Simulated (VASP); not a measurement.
# Al in VASP: a series of runs, part 2 of 2

VASP 6.6.1. Earlier steps stand in the parts before.

### Step 5. Single point, PBEsol

INCAR reads:

```
SYSTEM = Al
  ALGO = Normal
  EDIFF = 1E-6
  ENCUT = 400
  GGA = PS
  GGA_COMPAT = .FALSE.
  ISIF = 2
  ISMEAR = -1
  LASPH = .TRUE.
  LCHARG = .TRUE.
  LELF = .TRUE.
  LREAL = .FALSE.
  LVHAR = .TRUE.
  LWAVE = .FALSE.
  NBANDS = 32
  NELM = 120
  NELMDL = -8
  PREC = Accurate
  SIGMA = 0.15
```

KPOINTS reads:

```
k-points
0
G
  3 3 1
  0 0 0
```

POSCAR reads:

```
Al
1.0
    5.7275650000      0.0000000000      0.0000000000
    2.8637820000      4.9602170000      0.0000000000
    0.0000000000      0.0000000000     17.6765370000
Al
13
Direct
    0.1666684945      0.1666660955      0.0565721668
    0.6666715499      0.1666660955      0.0565721668
    0.1666709227      0.6666643818      0.0565721668
    0.6666739781      0.6666643818      0.0565721668
   -0.1632027804      0.3325862558      0.1981949292
    0.3589462209      0.2980716368      0.1892338980
   -0.1492222782      0.8222624131      0.1850588721
    0.3819872339      0.8229478670      0.1845610370
    0.0134461496     -0.0155436748      0.3177432322
    0.5257122999      0.0011693037      0.3147109640
    0.0548107863      0.4804023695      0.3163289280
    0.5354882717      0.5130823914      0.3309584903
    0.2980896469      0.9182864379      0.4338915479
```

Launch:

```sh
> cat potpaw_PBE.64/Al/POTCAR > POTCAR
> mpirun -np 1 vasp_std > vasp.out
```

Run time: 2.7 min. Hardware: 1 thread of AMD EPYC 7R13, shared host; peak memory 0.4 GiB.

It converged, with:

```
Free energy   : -49.1268 eV
Largest force : 1.241 eV/Å
```

Forces on the atoms (eV/Å):
```
Al  -0.001 -0.145  0.147
Al   0.035  0.032  0.108
Al   0.268 -0.021  0.146
Al  -0.005 -0.056 -0.161
Al   0.136 -0.296 -0.579
Al   0.180  0.917 -0.467
Al   0.650 -0.115  0.048
Al  -1.209 -0.164  0.225
Al  -0.313  0.277 -0.527
Al   0.421 -0.080  0.269
Al  -0.320  0.063  0.534
Al  -0.107 -0.423 -0.252
Al   0.264  0.012  0.509
```

Levels at points of the mesh, in eV from the Fermi level:
| k point | band 17 | band 18 | band 19 | band 20 | band 21 | band 22 | band 23 | band 24 |
| --- | --- | --- | --- | --- | --- | --- | --- | --- |
| (0.00, 0.00, 0.00) | -1.58 | -0.96 | -0.82 | -0.39 | -0.25 | -0.13 | -0.01 | 1.11 |

Caveat: the k points lie up to 0.42 Å⁻¹ apart; the PAW data sets were made with another functional, which shifts forces and pressure a little.

### Step 6. Single point, PBEsol

INCAR reads:

```
SYSTEM = Al
PREC = Accurate ; ENCUT = 400
EDIFF = 1E-6 ; ISMEAR = -1
SIGMA = 0.15 ; LREAL = .FALSE.
LASPH = .TRUE. ; NELM = 120
ALGO = Normal ; ISIF = 2
LWAVE = .FALSE. ; LCHARG = .FALSE.
GGA = PS ; NBANDS = 32
GGA_COMPAT = .FALSE. ; NELMDL = -8
```

KPOINTS reads:

```
Automatic mesh
0
G
  3 3 1
  0 0 0
```

POSCAR reads:

```
Al
1.0
    5.7275650000      0.0000000000      0.0000000000
    2.8637820000      4.9602170000      0.0000000000
    0.0000000000      0.0000000000     17.6765370000
Al
13
Direct
    0.1666684945      0.1666660955      0.0565721668
    0.6666715499      0.1666660955      0.0565721668
    0.1666709227      0.6666643818      0.0565721668
    0.6666739781      0.6666643818      0.0565721668
   -0.1620108094      0.3306911774      0.2007633056
    0.3604862543      0.3591375135      0.1892565269
   -0.1433504310      0.8056300763      0.1973689756
    0.3331424134      0.8503458619      0.1861959727
   -0.0213557487      0.0404417791      0.3278130779
    0.5219693272      0.0010080204      0.2984804094
    0.0434707657      0.4952605904      0.3403268412
    0.4743197445      0.5696323366      0.3277791346
    0.4061930113      1.0000772144      0.4368729011
```

Potentials or basis: VASP PAW PBE potentials, release 64 (Al).

Launch:

```sh
> cat potpaw_PBE.64/Al/POTCAR > POTCAR
> mpirun -np 1 vasp_std > vasp.out
```

It took 3 min on 1 thread of AMD EPYC 7R13, shared host; peak memory 0.4 GiB.

Results (log left out):

```
Free energy   : -48.7899 eV
Largest force : 1.317 eV/Å
```

Forces in eV/Å, atoms in the order of the input:
```
Al   0.112  0.058  0.253
Al   0.023 -0.042  0.330
Al   0.037  0.031  0.181
Al  -0.017  0.008  0.303
Al   0.467  0.161 -0.555
Al  -0.645 -0.196 -0.362
Al   0.641 -0.114 -1.144
Al  -0.128  0.046 -0.386
Al  -0.014 -0.155  0.358
Al   0.033  0.663  1.080
Al  -0.383  0.040 -0.270
Al   0.238 -0.533  0.165
Al  -0.364  0.033  0.048
```

Levels at points of the mesh, in eV from the Fermi level:
```
           k point  band 17  band 18  band 19  band 20  band 21  band 22
(0.00, 0.00, 0.00)    -1.62    -0.97    -0.80    -0.61    -0.36    -0.31
```

Caveat: the k points lie up to 0.42 Å⁻¹ apart; the PAW data sets were made with another functional, which shifts forces and pressure a little.

### Step 7. Single point, PBEsol

INCAR reads:

```
  ALGO = Normal
  EDIFF = 1E-6
  ENCUT = 400
  GGA = PS
  GGA_COMPAT = F
  ISIF = 2
  ISMEAR = -1
  LASPH = T
  LCHARG = F
  LREAL = F
  LWAVE = F
  NBANDS = 32
  NELM = 120
  NELMDL = -8
  PREC = Accurate
  SIGMA = 0.15
```

KPOINTS reads:

```
k-points
0
Gamma
  3 3 1
```

POSCAR reads:

```
Al
1.0
    5.7275650000      0.0000000000      0.0000000000
    2.8637820000      4.9602170000      0.0000000000
    0.0000000000      0.0000000000     17.6765370000
Al
13
Direct
    0.1666684945      0.1666660955      0.0565721668
    0.6666715499      0.1666660955      0.0565721668
    0.1666709227      0.6666643818      0.0565721668
    0.6666739781      0.6666643818      0.0565721668
   -0.2265793755      0.3785721471      0.1854718489
    0.3107724170      0.3867371125      0.2012385118
   -0.1655449559      0.8462129782      0.1874801608
    0.2706720023      0.9063917970      0.1796958307
   -0.0540333728      0.0630214364      0.3126291083
    0.5095428798      0.0356032811      0.3050597524
   -0.0167024576      0.5406013487      0.3310942635
    0.4693979705      0.5430205977      0.3279431939
    0.2806069829      0.9665907762      0.4363694088
```

Launch:

```sh
> cat potpaw_PBE.64/Al/POTCAR > POTCAR
> mpirun -np 1 vasp_std > vasp.out
```

Run time: 3.3 min. Hardware: 1 thread of AMD EPYC 7R13, shared host; peak memory 0.4 GiB.

Results (log left out):

```yaml
Free_energy: -48.9723 eV
Largest_force: 1.453 eV/Å
```

Forces on the atoms (eV/Å):
```
Al  -0.021  0.369 -0.425
Al  -0.013  0.059  0.006
Al   0.098  0.001  0.010
Al  -0.127  0.191 -0.040
Al   0.653  0.270  0.141
Al  -0.537  0.093 -1.018
Al  -0.536  0.010 -0.346
Al   0.649 -0.568  0.747
Al   0.665 -0.173  0.376
Al  -0.883 -0.348  1.101
Al  -0.144 -0.231 -0.077
Al   0.186  0.306  0.022
Al   0.011  0.022 -0.496
```

Levels at points of the mesh, in eV from the Fermi level:
```tsv
k point	band 15	band 16	band 17	band 18	band 19	band 20	band 21	band 22	band 23	band 24
(0.00, 0.00, 0.00)	-2.64	-2.60	-1.62	-0.80	-0.70	-0.45	-0.31	-0.16	-0.11	1.02
```

Caveat: the k points lie up to 0.42 Å⁻¹ apart; the PAW data sets were made with another functional, which shifts forces and pressure a little.
